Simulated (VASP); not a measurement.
Write the native input for VASP 6.6.1 that does the following.

```yaml
Task: single point
Functional: PBE
Potentials_or_basis: VASP PAW PBE potentials, release 64 (Mn_pv)
Cutoff: 520 eV
k_mesh: 17 × 17 × 17
Occupations: fermi-dirac, width 0.05 eV
Spin: collinear spin, ferromagnetic start
Starting_moments: "[3.0] μB"
Dipole_correction: no
Further_INCAR_settings: ALGO = Normal; EDIFF = 1e-07; NBANDS = 16
```

The structure of Mn lies in POSCAR:

```
Mn
1.0
    0.0000000000      1.7966822270      1.7966822270
    1.7966822270      0.0000000000      1.7966822270
    1.7966822270      1.7966822270      0.0000000000
Mn
1
Direct
    0.0000000000      0.0000000000      0.0000000000
```

This isn't the form of Mn at room conditions, which is a 58-atom cubic cell.

One way to write it, as run:

INCAR

```
PREC     = Accurate       # precision mode
ENCUT    = 520            # plane-wave cutoff, eV
EDIFF    = 1E-7           # SCF threshold, eV
ISMEAR   = -1             # smearing method
SIGMA    = 0.05           # smearing width, eV
LREAL    = F              # projectors in reciprocal space
LASPH    = T              # aspherical terms in the spheres
NELM     = 150            # most SCF steps
ALGO     = Normal         # electronic algorithm
ISIF     = 2              # what is computed and relaxed
LWAVE    = F              # write WAVECAR
LCHARG   = F              # write CHGCAR
ISPIN    = 2              # spin polarisation
MAGMOM   = 3              # initial moments
LORBIT   = 11             # projections on sites
LMAXMIX  = 4              # l up to which the mixer works
GGA      = PE             # functional
NBANDS   = 16             # bands
```

KPOINTS

```
regular mesh
0
Gamma
  17 17 17
```

Potentials or basis: VASP PAW PBE potentials, release 64 (Mn_pv).

The run is started by

```console
$ cat potpaw_PBE.64/Mn_pv/POTCAR > POTCAR
$ mpirun -np 1 vasp_std > vasp.out
```

It gave:

- Pressure: -18.1 GPa
- Net moment: 0.09 μB per cell
- Site moments: Mn +0.09 μB
- Valence electrons inside the program's atomic spheres: Mn 11.84

Caveat: the cell stands under tension.

Run time: 53 s on 1 thread of AMD EPYC 9R45 96-Core Processor (Zen 5), with other jobs on the host, peak memory 0.13 GiB.
